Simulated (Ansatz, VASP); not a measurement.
**Two plane-wave programs on NaCl**

INCAR

```
PREC     = Accurate       # precision mode
ENCUT    = 520            # plane-wave cutoff, eV
EDIFF    = 1E-6           # SCF threshold, eV
ISMEAR   = 0              # smearing method
SIGMA    = 0.1            # smearing width, eV
LREAL    = F              # projectors in reciprocal space
LASPH    = T              # aspherical terms in the spheres
NELM     = 80             # most SCF steps
ALGO     = Normal         # electronic algorithm
ISIF     = 2              # what is computed and relaxed
LWAVE    = F              # write WAVECAR
LCHARG   = F              # write CHGCAR
GGA      = PE             # functional
IVDW     = 12             # dispersion correction
NBANDS   = 14             # bands
```

KPOINTS

```
Automatic mesh
0
Gamma
  6 6 6
```

The input POSCAR:

```
NaCl
1.0
    0.0000000000      2.8100000000      2.8100000000
    2.8100000000      0.0000000000      2.8100000000
    2.8100000000      2.8100000000      0.0000000000
Na Cl
1 1
Direct
    0.0000000000      0.0000000000      0.0000000000
    0.5000000000      0.5000000000      0.5000000000
```

Input for Ansatz:

```yaml
crystal:
  lattice:
    - [0.0, 2.81, 2.81]
    - [2.81, 0.0, 2.81]
    - [2.81, 2.81, 0.0]
  atoms:
    - { symbol: Na, position: [0.0, 0.0, 0.0] }
    - { symbol: Cl, position: [0.5, 0.5, 0.5] }
basis:
  ecutwfc: 420
kpoints:
  mp_grid: { grid: [6, 6, 6] }
hamiltonian:
  xc: pbe
  dispersion: d3bj
  pseudopotentials: { kind: paw }
scf:
  occupations: { method: gaussian, width: 0.1 }
output:
  forces: true
  stress: true
  eigenvalues: true
```

Alike in both runs: task single point; functional PBE; dispersion D3(BJ); k mesh 6 × 6 × 6; occupations gaussian, width 0.1 eV; no spin polarisation.

|  | VASP | Ansatz |
| --- | --- | --- |
| version | VASP 6.6.1 | Ansatz 0.2.0 |
| potentials or method | VASP PAW PBE potentials, release 64 (Na_pv, Cl), cutoff 520 eV | scalar-relativistic, plane waves, PAW |
| valence electrons in the cell | 14 | 16 |

|  | VASP | Ansatz | Ansatz less VASP |
| --- | --- | --- | --- |
| gap on the k mesh at the Fermi level (eV) | 5.15 | 5.15 | 0.000 |
| least direct gap on the mesh (eV) | 5.15 | 5.15 | 0.000 |
| pressure (GPa) | -0.6 | -0.6 | +0.03 |

VASP's potentials hold 14 valence electrons a cell and Ansatz's 16, so a difference there can come from the potentials and not from the codes.
